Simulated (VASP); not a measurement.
# Ga (Cmce) in VASP: notebook, part 2 of 2

VASP 6.6.1.

### 3 Single point, PBE

This run uses another cell than the first one, of 18.81 Å³/atom, 1.021 times its volume.

Contents of INCAR:

```
  PREC = Accurate
  ENCUT = 520
  EDIFF = 1E-6
  ISMEAR = -1
  SIGMA = 0.05
  LREAL = F
  LASPH = T
  NELM = 100
  ALGO = Fast
  ISIF = 2
  LWAVE = F
  LCHARG = F
  GGA = PE
  NBANDS = 34
```

Contents of KPOINTS:

```
Automatic mesh
0
Gamma
  7 7 6
```

Contents of POSCAR:

```
Ga
1.0
    2.2309354424     -3.7787301403      0.0000000000
    2.2309354424      3.7787301403      0.0000000000
    0.0000000000      0.0000000000      4.4628573697
Ga
4
Direct
    0.3451000000      0.6549000000      0.4190000000
    0.1549000000      0.8451000000      0.9190000000
    0.6549000000      0.3451000000      0.5810000000
    0.8451000000      0.1549000000      0.0810000000
```

Potentials or basis: VASP PAW PBE potentials, release 64 (Ga_d).

Launch:

```bash
cat potpaw_PBE.64/Ga_d/POTCAR > POTCAR
mpirun -np 1 vasp_std > vasp.out
```

OUTCAR:

```text
PREC = Accurate
   ENCUT = 520
   EDIFF = 1E-6
   ISMEAR = -1
   LREAL = F
   LASPH = T
   NELM = 100
   ISIF = 2
   GGA = PE

 ion  position               nearest neighbor table
   1  0.345  0.655  0.419-   3 2.45   2 2.65   2 2.65   4 2.69   4 2.69   3 2.75   3 2.75
   2  0.155  0.845  0.919-   4 2.45   1 2.65   1 2.65   3 2.69   3 2.69   4 2.75   4 2.75
   3  0.655  0.345  0.581-   1 2.45   4 2.65   4 2.65   2 2.69   2 2.69   1 2.75   1 2.75
   4  0.845  0.155  0.081-   2 2.45   3 2.65   3 2.65   1 2.69   1 2.69   2 2.75   2 2.75

  LATTYP: Found a base centered orthorhombic cell.
 ALAT       =     4.4618708848
 B/A-ratio  =     1.6937873093
 C/A-ratio  =     1.0002210922

  Lattice vectors:

 A1 = (   2.2309354424,  -3.7787301403,   0.0000000000)
 A2 = (   2.2309354424,   3.7787301403,   0.0000000000)
 A3 = (   0.0000000000,   0.0000000000,   4.4628573697)

Analysis of symmetry for initial positions (statically):
=====================================================================
 Subroutine PRICEL returns:
 Original cell was already a primitive cell.

 Routine SETGRP: Setting up the symmetry group for a
 base centered orthorhombic supercell.

 Subroutine GETGRP returns: Found  8 space group operations
 (whereof  4 operations were pure point group operations)
 out of a pool of  8 trial point group operations.

The static configuration has the point symmetry C_2h.
 The point group associated with its full space group is D_2h.

Analysis of symmetry for dynamics (positions and initial velocities):
=====================================================================
 Subroutine PRICEL returns:
 Original cell was already a primitive cell.

 Routine SETGRP: Setting up the symmetry group for a
 base centered orthorhombic supercell.

 Subroutine GETGRP returns: Found  8 space group operations
 (whereof  4 operations were pure point group operations)
 out of a pool of  8 trial point group operations.

The dynamic configuration has the point symmetry C_2h.
 The point group associated with its full space group is D_2h.

 Subroutine INISYM returns: Found  8 space group operations
 (whereof  4 operations are pure point group operations),
 and found     1 'primitive' translations

----------------------------------------------------------------------------------------

                                     Primitive cell

  volume of cell :      75.2447

  direct lattice vectors                    reciprocal lattice vectors
     2.230935442 -3.778730140  0.000000000     0.224121232 -0.132319584  0.000000000
     2.230935442  3.778730140  0.000000000     0.224121232  0.132319584  0.000000000
     0.000000000  0.000000000  4.462857370     0.000000000  0.000000000  0.224071692

  length of vectors
     4.388151595  4.388151595  4.462857370     0.260266784  0.260266784  0.224071692

  position of ions in fractional coordinates (direct lattice)
     0.345100000  0.654900000  0.419000000
     0.154900000  0.845100000  0.919000000
     0.654900000  0.345100000  0.581000000
     0.845100000  0.154900000  0.081000000

  ion indices of the primitive-cell ions
   primitive index   ion index
                 1           1
                 2           2
                 3           3
                 4           4

----------------------------------------------------------------------------------------

 KPOINTS: Automatic mesh

Automatic generation of k-mesh.
 Grid dimensions read from file:
 generate k-points for:    7    7    6

 Generating k-lattice:

  Cartesian coordinates                     Fractional coordinates (reciprocal lattice)
     0.032017319 -0.018902798  0.000000000     0.142857143  0.000000000  0.000000000
     0.032017319  0.018902798  0.000000000     0.000000000  0.142857143  0.000000000
     0.000000000  0.000000000  0.037345282     0.000000000  0.000000000  0.166666667

  Length of vectors
     0.037180969  0.037180969  0.037345282

  Shift w.r.t. Gamma in fractional coordinates (k-lattice)
     0.000000000  0.000000000  0.000000000

 Subroutine IBZKPT returns following result:
 ===========================================

 Found     64 irreducible k-points:

 Following reciprocal coordinates:
            Coordinates               Weight
  0.000000  0.000000  0.000000      1.000000
  0.142857  0.000000  0.000000      4.000000
  0.285714  0.000000  0.000000      4.000000
  0.428571  0.000000  0.000000      4.000000
  0.142857  0.142857  0.000000      2.000000
  0.285714  0.142857  0.000000      4.000000
[... 16 lines left out ...]
  0.428571  0.142857  0.166667      8.000000
 -0.428571  0.142857  0.166667      8.000000
 [... further k-points ...]
   k-points           NKPTS =     64   k-points in BZ     NKDIM =     64   number of bands    NBANDS=     34
   number of dos      NEDOS =    301   number of ions     NIONS =      4
   total plane-waves  NPLWV =  46656
   dimension x,y,z NGX =    36 NGY =   36 NGZ =   36
   dimension x,y,z NGXF=    72 NGYF=   72 NGZF=   72
   ions per type =               4
   NGX,Y,Z   is equivalent  to a cutoff of  13.64, 13.64, 13.41 a.u.
   NGXF,Y,Z  is equivalent  to a cutoff of  27.28, 27.28, 26.82 a.u.
 SYSTEM =  unknown system
   PREC   = accura    normal or accurate (medium, high low for compatibility)
   ISTART =      0    job   : 0-new  1-cont  2-samecut
   ICHARG =      2    charge: 1-file 2-atom 10-const
   ISPIN  =      1    spin polarized calculation?
   LNONCOLLINEAR =      F non collinear calculations
   LSORBIT =      F    spin-orbit coupling
   LASPH  =      T    aspherical Exc in radial PAW
   ENCUT  =  520.0 eV  38.22 Ry    6.18 a.u.   8.16  8.16  8.30*2*pi/ulx,y,z
   NELM   =    100;   NELMIN=  2; NELMDL= -5     # of ELM steps
   EDIFF  = 0.1E-05   stopping-criterion for ELM
   LREAL  =      F    real-space projection
   EDIFFG = 0.1E-04   stopping-criterion for IOM
   NSW    =      0    number of steps for IOM
   IBRION =     -1    ionic relax: 0-MD 1-quasi-New 2-CG
   NFREE  =      0    steps in history (QN), initial steepest desc. (CG)
   ISIF   =      2    stress and relaxation
   ISYM   =      2    0-nonsym 1-usesym 2-fastsym
   POTIM  = 0.5000    time-step for ionic-motion
   TEBEG  =    0.0;   TEEND  =   0.0 temperature during run
   PSTRESS=    0.0 pullay stress
   NELECT =      52.0000    total number of electrons
   NUPDOWN=      -1.0000    fix difference up-down
   EMIN   =  10.00;   EMAX   =-10.00  energy-range for DOS
   EFERMI =   0.00;   METHOD = LEGACY
   ISMEAR =    -1;   SIGMA  =   0.05  broadening in eV -4-tet -1-fermi 0-gaus
   EFERMI_NEDOS =   21; number of points for ismear=-14 and -15
   IALGO  =     68    algorithm
   IMIX   =      4    mixing-type and parameters
     AMIX     =   0.40;   BMIX     =  1.00
     AMIX_MAG =   1.60;   BMIX_MAG =  1.00
  volume/ion in A,a.u.               =      18.81       126.94
  Fermi-wavevector in a.u.,A,eV,Ry     =   1.447385  2.735161 28.503151  2.094923
  Thomas-Fermi vector in A             =   2.565346
   LORBIT       =      0    0 simple, 1 ext, 2 COOP (PROOUT), +10 PAW based schemes
   GGA     = PE    functional components
   LHFCALC =     F    Hartree Fock is set to
   AEXX    =    0.0000 exact exchange contribution
   IVDW    =     0    specifies the selected vdW correction
   LEPSILON=     F    determine dielectric tensor
   LRPA    =     F    only Hartree local field effects (RPA)
 non-spin polarized calculation
 RMM-DIIS sequential band-by-band and
  energy-cutoff  :      520.00
  volume of cell :       75.24
 maximum number of plane-waves:      2046
 NGX is ok and might be reduce to    36
   NGX = 17   NGY = 17   NGZ = 17

 number of electron      52.0000009 magnetization

 Free energy of the ion-electron system (eV)
  ---------------------------------------------------
  ext. energy  EPLUGINS =         0.00000000
  ---------------------------------------------------
  free energy    TOTEN  =       -11.53492941 eV

  energy without entropy =      -11.52708271  energy(sigma->0) =      -11.53100606

 E-fermi :   5.4704     XC(G=0): -10.8492

 val. band max:        5.4655513024   @ k =   0.2857   0.2857   0.0000
 cond. band min:       5.4986973996   @ k =   0.4286   0.4286   0.1667
 fundamental gap:      0.0331460972
 Fermi energy:         5.4704336419

 k-point     1 :       0.0000    0.0000    0.0000
  band No.  band energies     occupation
      1      -9.8197      2.00000
      2      -9.8161      2.00000
      3      -9.7859      2.00000
      4      -9.7636      2.00000
      5      -9.7323      2.00000
      6      -9.7080      2.00000
[... 877 lines left out ...]
     33      12.9622      0.00000
     34      13.7069      0.00000

 [... further k-points ...]
[... 5 lines left out ...]
  --------------------------------------------------------------------------------------
  -------------------------------------------------------------------------------------
  Total        1.5530897      2.5510407      2.2524648      0.0000000     -0.0000000      0.0000000
  in kB       33.0697758     54.3190394     47.9614939      0.0000000     -0.0000000      0.0000000
  external PRESSURE =      45.1167697 kB  Pullay stress =       0.0000000 kB

 VOLUME and BASIS-vectors are now :
 -----------------------------------------------------------------------------
  energy-cutoff  :      520.00
  volume of cell :       75.24
      direct lattice vectors                 reciprocal lattice vectors
     2.230935442 -3.778730140  0.000000000     0.224121232 -0.132319584  0.000000000
     2.230935442  3.778730140  0.000000000     0.224121232  0.132319584  0.000000000
     0.000000000  0.000000000  4.462857370     0.000000000  0.000000000  0.224071692

 POSITION                                       TOTAL-FORCE (eV/Angst)
 -----------------------------------------------------------------------------------
      2.23094      1.17065      1.86994         0.000000      0.092659     -0.052830
      2.23094      2.60808      4.10137         0.000000     -0.092659     -0.052830
      2.23094     -1.17065      2.59292         0.000000     -0.092659      0.052830
      2.23094     -2.60808      0.36149         0.000000      0.092659      0.052830
 -----------------------------------------------------------------------------------
    total drift:                               -0.000000     -0.000000      0.000000

  FREE ENERGIE OF THE ION-ELECTRON SYSTEM (eV)
  ---------------------------------------------------
  free  energy   TOTEN  =       -11.5349294113 eV

  energy  without entropy=      -11.5270827108  energy(sigma->0) =      -11.53100606
```

stdout:

```text
POSCAR found type information on POSCAR Ga
 POSCAR found :  1 types and       4 ions
 scaLAPACK will be used
 LDA part: xc-table for (Slater+PW92), standard interpolation
 POSCAR, INCAR and KPOINTS ok, starting setup
 FFT: planning ... GRIDC
 FFT: planning ... GRID_SOFT
 FFT: planning ... GRID
 WAVECAR not read
 entering main loop
WARNING in EDDRMM: call to ZHEGV failed, returncode =   6  3     31
WARNING in EDDRMM: call to ZHEGV failed, returncode =   8  4     29
```

Wall time 89 s (1 thread of Intel Xeon Platinum 8559C (Emerald Rapids), shared host); peak memory 0.28 GiB.

What came out:

```yaml
Free_energy: -11.5349 eV
Pressure: 4.5 GPa
Largest_force: 0.107 eV/Å
Band_gap_on_the_k_mesh: zero (band 26 reaches 5.82 eV, above the bottom of band 27 at 4.52 eV)
```

Forces in eV/Å, atoms in the order of the input:
```
Ga   0.000  0.093 -0.053
Ga   0.000 -0.093 -0.053
Ga   0.000 -0.093  0.053
Ga   0.000  0.093  0.053
```

Levels at points of the mesh, in eV from the Fermi level:
```csv
k point,band 23,band 24,band 25,band 26,band 27,band 28,band 29,band 30
"(0.00, 0.00, 0.00)",-3.85,-1.84,-1.73,-0.90,0.83,0.96,0.96,5.20
"(0.00, 0.00, 0.50)",-0.10,-0.10,-0.06,-0.06,-0.03,-0.03,2.09,2.09
```

### 4 Single point, PBE

This run uses another cell than the first one, of 19.20 Å³/atom, 1.043 times its volume.

Contents of INCAR:

```
SYSTEM = Ga
PREC = Accurate ; ENCUT = 520
EDIFF = 1E-7 ; ISMEAR = -1
SIGMA = 0.05 ; LREAL = .FALSE.
LASPH = .TRUE. ; NELM = 60
ALGO = Fast ; ISIF = 2
LWAVE = .FALSE. ; LCHARG = .FALSE.
GGA = PE ; NBANDS = 34
```

Contents of KPOINTS:

```
Automatic mesh
0
G
  7 7 6
  0 0 0
```

Contents of POSCAR:

```
Ga
1.0
    2.2463216903     -3.8047911717      0.0000000000
    2.2463216903      3.8047911717      0.0000000000
    0.0000000000      0.0000000000      4.4936366690
Ga
4
Direct
    0.3451000000      0.6549000000      0.4190000000
    0.1549000000      0.8451000000      0.9190000000
    0.6549000000      0.3451000000      0.5810000000
    0.8451000000      0.1549000000      0.0810000000
```

Launch:

```bash
cat potpaw_PBE.64/Ga_d/POTCAR > POTCAR
mpirun -np 1 vasp_std > vasp.out
```

Run time: 1.7 min. Hardware: 1 thread of Intel Xeon Platinum 8559C (Emerald Rapids), shared host; peak memory 0.27 GiB.

Results (log left out):

```yaml
Free_energy: -11.5737 eV
Pressure: 3.2 GPa
Largest_force: 0.105 eV/Å
Band_gap_on_the_k_mesh: zero (band 26 reaches 5.62 eV, above the bottom of band 27 at 4.33 eV)
```

Forces on the atoms (eV/Å):
```
Ga   0.000  0.094 -0.047
Ga   0.000 -0.094 -0.047
Ga   0.000 -0.094  0.047
Ga   0.000  0.094  0.047
```

Stress tensor (GPa, compression positive):
```
2.21 0.00 0.00
0.00 4.04 0.00
0.00 0.00 3.49
```

Levels at points of the mesh, in eV from the Fermi level:
```
           k point  band 22  band 23  band 24  band 25  band 26  band 27  band 28  band 29  band 30  band 31
(0.00, 0.00, 0.00)    -4.32    -3.81    -1.79    -1.78    -0.87     0.84     0.92     0.97     5.09     5.39
(0.00, 0.00, 0.50)    -9.36    -0.17    -0.17    -0.05    -0.05    -0.04    -0.04     2.05     2.05     3.80
```

### 5 The runs side by side

```tsv
cell	further INCAR settings	gap on the mesh (eV)	pressure (GPa)	largest force (eV/Å)
a = 4.357, b = 4.357, c = 4.432 Å, angles 90.0, 90.0, 118.9°, 4 atoms	ALGO = Fast; EDIFF = 1e-06; NBANDS = 34	none	6.1	0.11
a = 4.388, b = 4.388, c = 4.463 Å, angles 90.0, 90.0, 118.9°, 4 atoms	ALGO = Fast; EDIFF = 1e-06; NBANDS = 34	none	4.5	0.11
a = 4.418, b = 4.418, c = 4.494 Å, angles 90.0, 90.0, 118.9°, 4 atoms	ALGO = Fast; EDIFF = 1e-07; NBANDS = 34	none	3.2	0.10
```

Alike in all rows: task single point; level PBE; potentials or basis VASP PAW PBE potentials, release 64 (Ga_d); no spin polarisation; k mesh 7 × 7 × 6; cutoff (eV) 520; smearing fermi-dirac 0.05 eV.

Total energies depend on the potentials used, so only differences within one code and one set of settings carry meaning.
